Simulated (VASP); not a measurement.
# C (P6_3/mmc) in VASP: further runs

The runs below take C through single point, relaxation of cell and atoms, with revPBE.

Program: VASP 6.6.1. These are calculated values, not measurements. Logs are shortened: lines on timing, memory, paths and dates and some standing lists are left out, and cuts for length are marked.

## (1) The cell of the first run

It takes space group P6_3/mmc (No. 194, hexagonal). Conventional cell: a = 1.774 Å, b = 1.774 Å, c = 9.580 Å, α = 90.00°, β = 90.00°, γ = 120.00°. Within 2.4 Å of C (site symmetry -6m2) lie 6 C at 1.77 Å.

## (2) Single point, revPBE (volume scaled by 1.08)

Contents of INCAR:

```
PREC = Accurate ; ENCUT = 520
EDIFF = 1E-6 ; ISMEAR = -1
SIGMA = 0.1 ; LREAL = F
LASPH = T ; NELM = 80
ALGO = Normal ; ISIF = 2
LWAVE = F ; LCHARG = F
GGA = RE ; NBANDS = 11
```

Contents of KPOINTS:

```
Automatic mesh
0
Gamma
  23 23 4
```

Contents of POSCAR:

```
C
1.0
    1.7736779999      0.0000000000      0.0000000000
   -0.8868389999      1.5360502060      0.0000000000
    0.0000000000      0.0000000000      9.5797018217
C
2
Direct
    0.3333333333      0.6666666667      0.2500000000
    0.6666666667      0.3333333333      0.7500000000
```

Potentials or basis: VASP PAW PBE potentials, release 64 (C).

The run is started by

```sh
> cat potpaw_PBE.64/C/POTCAR > POTCAR
> mpirun -np 1 vasp_std > vasp.out
```

OUTCAR:

```text
PREC = Accurate
   ENCUT = 520
   EDIFF = 1E-6
   ISMEAR = -1
   LREAL = F
   LASPH = T
   NELM = 80
   ISIF = 2
   GGA = RE

 ion  position               nearest neighbor table
   1  0.333  0.667  0.250-
   2  0.667  0.333  0.750-

  LATTYP: Found a hexagonal cell.
 ALAT       =     1.7736779999
 C/A-ratio  =     5.4010377432

  Lattice vectors:

 A1 = (   1.7736779999,   0.0000000000,   0.0000000000)
 A2 = (  -0.8868389999,   1.5360502060,   0.0000000000)
 A3 = (   0.0000000000,   0.0000000000,   9.5797018217)

Analysis of symmetry for initial positions (statically):
=====================================================================
 Subroutine PRICEL returns:
 Original cell was already a primitive cell.

 Routine SETGRP: Setting up the symmetry group for a
 hexagonal supercell.

 Subroutine GETGRP returns: Found 24 space group operations
 (whereof 12 operations were pure point group operations)
 out of a pool of 24 trial point group operations.

The static configuration has the point symmetry D_3d.
 The point group associated with its full space group is D_6h.

Analysis of symmetry for dynamics (positions and initial velocities):
=====================================================================
 Subroutine PRICEL returns:
 Original cell was already a primitive cell.

 Routine SETGRP: Setting up the symmetry group for a
 hexagonal supercell.

 Subroutine GETGRP returns: Found 24 space group operations
 (whereof 12 operations were pure point group operations)
 out of a pool of 24 trial point group operations.

The dynamic configuration has the point symmetry D_3d.
 The point group associated with its full space group is D_6h.

 Subroutine INISYM returns: Found 24 space group operations
 (whereof 12 operations are pure point group operations),
 and found     1 'primitive' translations

----------------------------------------------------------------------------------------

                                     Primitive cell

  volume of cell :      26.0995

  direct lattice vectors                    reciprocal lattice vectors
     1.773678000  0.000000000  0.000000000     0.563800194  0.325510194  0.000000000
    -0.886839000  1.536050206  0.000000000     0.000000000  0.651020387  0.000000000
     0.000000000  0.000000000  9.579701822     0.000000000  0.000000000  0.104387383

[... 88 lines left out ...]
   NFREE  =      0    steps in history (QN), initial steepest desc. (CG)
   ISIF   =      2    stress and relaxation
   ISYM   =      2    0-nonsym 1-usesym 2-fastsym
   POTIM  = 0.5000    time-step for ionic-motion
   TEBEG  =    0.0;   TEEND  =   0.0 temperature during run
   PSTRESS=    0.0 pullay stress
   NELECT =       8.0000    total number of electrons
   NUPDOWN=      -1.0000    fix difference up-down
   EMIN   =  10.00;   EMAX   =-10.00  energy-range for DOS
   EFERMI =   0.00;   METHOD = LEGACY
   ISMEAR =    -1;   SIGMA  =   0.10  broadening in eV -4-tet -1-fermi 0-gaus
   EFERMI_NEDOS =   21; number of points for ismear=-14 and -15
   IALGO  =     38    algorithm
   IMIX   =      4    mixing-type and parameters
     AMIX     =   0.40;   BMIX     =  1.00
     AMIX_MAG =   1.60;   BMIX_MAG =  1.00
  volume/ion in A,a.u.               =      13.05        88.06
  Fermi-wavevector in a.u.,A,eV,Ry     =   1.103809  2.085897 16.577274  1.218395
  Thomas-Fermi vector in A             =   2.240273
   LORBIT       =      0    0 simple, 1 ext, 2 COOP (PROOUT), +10 PAW based schemes
   GGA     = RE    functional components
   LHFCALC =     F    Hartree Fock is set to
   AEXX    =    0.0000 exact exchange contribution
   IVDW    =     0    specifies the selected vdW correction
   LEPSILON=     F    determine dielectric tensor
   LRPA    =     F    only Hartree local field effects (RPA)
 non-spin polarized calculation
  energy-cutoff  :      520.00
  volume of cell :       26.10
 maximum number of plane-waves:       732
 NGX is ok and might be reduce to    14
   NGX =  7   NGY =  7   NGZ = 35

 number of electron       8.0000000 magnetization

 Free energy of the ion-electron system (eV)
  ---------------------------------------------------
  ext. energy  EPLUGINS =         0.00000000
  ---------------------------------------------------
  free energy    TOTEN  =        -9.91878539 eV

  energy without entropy =       -9.89490140  energy(sigma->0) =       -9.90684339

 E-fermi :   2.2498     XC(G=0):  -8.0526

 val. band max:        2.2271653997   @ k =   0.2609   0.1739   0.0000
 cond. band min:       2.3360404984   @ k =   0.3043   0.1304   0.0000
 fundamental gap:      0.1088750987
 Fermi energy:         2.2498180020

 k-point     1 :       0.0000    0.0000    0.0000
  band No.  band energies     occupation
      1     -17.8105      2.00000
      2     -17.8017      2.00000
      3      -5.4093      2.00000
      4      -5.2101      2.00000
      5       5.5110      0.00000
      6       8.1661      0.00000
      7      10.4768      0.00000
      8      16.2209      0.00000
      9      17.1821      0.00000
     10      17.1827      0.00000
     11      17.1838      0.00000
[... 309 lines left out ...]
 k-point    24 :       0.0870    0.0870    0.0000
  band No.  band energies     occupation
      1     -16.7067      2.00000
      2     -16.6986      2.00000
      3      -4.1262      2.00000
      4      -3.9367      2.00000
      5       6.8423      0.00000
      6       9.5156      0.00000
      7      11.3013      0.00000
      8      14.0433      0.00000
      9      14.7295      0.00000
     10      15.0943      0.00000
     11      15.0943      0.00000

 [... further k-points ...]

------------------------ aborting loop because EDIFF is reached ----------------------------------------

  FORCE on cell =-STRESS in cart. coord.  units (eV):
  Direction    XX          YY          ZZ          XY          YZ          ZX
  --------------------------------------------------------------------------------------
  -------------------------------------------------------------------------------------
  Total       -0.7067861     -0.7067861      0.0242419     -0.0000000      0.0000000      0.0000000
  in kB      -43.3876756    -43.3876756      1.4881448     -0.0000000      0.0000000      0.0000000
  external PRESSURE =     -28.4290688 kB  Pullay stress =       0.0000000 kB

 VOLUME and BASIS-vectors are now :
 -----------------------------------------------------------------------------
  energy-cutoff  :      520.00
  volume of cell :       26.10
      direct lattice vectors                 reciprocal lattice vectors
     1.773678000  0.000000000  0.000000000     0.563800194  0.325510194  0.000000000
    -0.886839000  1.536050206  0.000000000     0.000000000  0.651020387  0.000000000
     0.000000000  0.000000000  9.579701822     0.000000000  0.000000000  0.104387383

 POSITION                                       TOTAL-FORCE (eV/Angst)
 -----------------------------------------------------------------------------------
     -0.00000      1.02403      2.39493         0.000000      0.000000      0.000000
      0.88684      0.51202      7.18478        -0.000000     -0.000000      0.000000
 -----------------------------------------------------------------------------------
    total drift:                               -0.000000      0.000000     -0.000000

  FREE ENERGIE OF THE ION-ELECTRON SYSTEM (eV)
  ---------------------------------------------------
  free  energy   TOTEN  =        -9.9187853889 eV

  energy  without entropy=       -9.8949013998  energy(sigma->0) =       -9.90684339
```

Run time: 19 s. Hardware: 1 thread of Intel Xeon Platinum 8488C (Sapphire Rapids), shared host; peak memory 0.16 GiB.

Results:

```yaml
Free_energy: -9.9188 eV
Pressure: -2.8 GPa
Band_gap_on_the_k_mesh: zero (band 4 reaches 3.01 eV, above the bottom of band 5 at 1.75 eV)
```

Stress tensor (GPa, compression positive):
```
-4.34  0.00  0.00
 0.00 -4.34  0.00
 0.00  0.00  0.15
```

Caveat: the cell differs from its parent crystal (volume scaled by 1.08); the PAW data sets were made with another functional, which shifts forces and pressure a little; this functional lacks dispersion, which binds the layers, so the pressure and a relaxed spacing across them are unreliable.

## (3) Relaxation of cell and atoms, revPBE

This run uses another cell than the first one, of 6.62 Å³/atom, 0.507 times its volume.

Contents of INCAR:

```
  ALGO = Normal
  EDIFF = 1E-6
  EDIFFG = -0.01
  ENCUT = 600
  GGA = RE
  IBRION = 2
  ISIF = 3
  ISMEAR = -1
  LASPH = True
  LCHARG = False
  LREAL = False
  LWAVE = False
  NELM = 100
  NSW = 80
  PREC = Accurate
  SIGMA = 0.1
```

Contents of KPOINTS:

```
k-points
0
Gamma
  17 17 9
```

Contents of POSCAR:

```
C
1.0
    2.1071951087      0.0000000000      0.0000000000
   -1.0535975543      1.8248844949      0.0000000000
    0.0000000000      0.0000000000      3.4410496125
C
2
Direct
    0.3333333333      0.6666666667      0.2500000000
    0.6666666667      0.3333333333      0.7500000000
```

Potentials or basis: VASP PAW PBE potentials, release 64 (C).

The run is started by

```sh
> cat potpaw_PBE.64/C/POTCAR > POTCAR
> mpirun -np 1 vasp_std > vasp.out
```

It took 2.9 min on 1 thread of Intel Xeon Platinum 8488C (Sapphire Rapids), shared host; peak memory 0.13 GiB.

Results (log left out):

- Free energy: -9.4823 eV
- Relaxed volume: 7.03 Å³/atom
- Relaxed cell: a = 1.736 Å, b = 1.736 Å, c = 5.390 Å, α = 90.00°, β = 90.00°, γ = 120.00°
- Space group after relaxing (to 0.05 Å): P6_3/mmc (No. 194)
- Energy gained by relaxing: 358.5 meV/atom
- Ionic steps: 32
- Pressure after relaxing: -0.1 GPa
- Band gap on the k mesh: zero (band 4 reaches 9.53 eV, above the bottom of band 5 at 7.28 eV)

Stress tensor (GPa, compression positive):
```
-0.21  0.00  0.00
 0.00 -0.21  0.00
 0.00  0.00  0.04
```

Step by step:
```tsv
step	energy change (eV)	largest force (eV/Å)	pressure (GPa)	volume (Å³)
1	0.0000	0.0000	11.27	13.23
2	-0.0333	0.0000	0.26	14.14
3	-0.0333	0.0000	-0.19	14.19
4	-0.0337	0.0000	-0.11	14.18
5	-0.0341	0.0000	0.04	14.16
6	-0.0351	0.0000	0.39	14.13
7	-0.0458	0.0000	1.08	14.05
8	-0.0922	0.0000	2.82	13.88
9	-0.1895	0.0000	8.07	13.47
10	-0.3113	0.0000	24.41	12.36
11	4.4469	0.0000	337.99	9.37
12	-0.3414	0.0000	26.49	12.20
13	0.0624	0.0000	96.76	10.87
14	-0.3954	0.0000	30.62	11.88
15	-0.3568	0.0000	55.04	11.39
16	-0.4058	0.0000	43.76	11.57
17	-0.3913	0.0000	48.27	11.50
18	-0.4051	0.0000	46.65	11.54
19	-0.4440	0.0000	41.97	11.68
20	-0.5110	0.0000	33.18	11.96
21	-0.6051	0.0000	18.44	12.54
22	-0.6889	0.0000	4.21	13.76
23	-0.6971	0.0000	0.54	14.23
24	-0.6975	0.0000	-0.47	14.37
25	-0.7012	0.0000	-0.70	14.38
26	-0.7091	0.0000	-1.21	14.40
27	-0.7139	0.0000	-2.50	14.44
28	-0.7140	0.0000	-2.27	14.43
29	-0.7154	0.0000	-1.65	14.33
30	-0.7167	0.0000	-0.56	14.14
31	-0.7152	0.0000	2.22	13.77
32	-0.7169	0.0000	-0.12	14.06
```

Final structure:
```cif
data_structure
_symmetry_space_group_name_H-M 'P 1'
_symmetry_Int_Tables_number 1
_cell_length_a 1.7357
_cell_length_b 1.7357
_cell_length_c 5.3900
_cell_angle_alpha 90.000
_cell_angle_beta 90.000
_cell_angle_gamma 120.000
_cell_volume 14.06
loop_
_atom_site_label
_atom_site_type_symbol
_atom_site_fract_x
_atom_site_fract_y
_atom_site_fract_z
_atom_site_occupancy
C1 C 0.33333 0.66667 0.25000 1
C2 C 0.66667 0.33333 0.75000 1
```

Levels at points of the mesh, in eV from the Fermi level:
```tsv
k point	band 1	band 2	band 3	band 4	band 5	band 6	band 7	band 8
(0.00, 0.00, 0.00)	-21.66	-20.39	-10.55	-5.12	6.47	15.77	15.77	15.83
```

Caveat: the PAW data sets were made with another functional, which shifts forces and pressure a little.
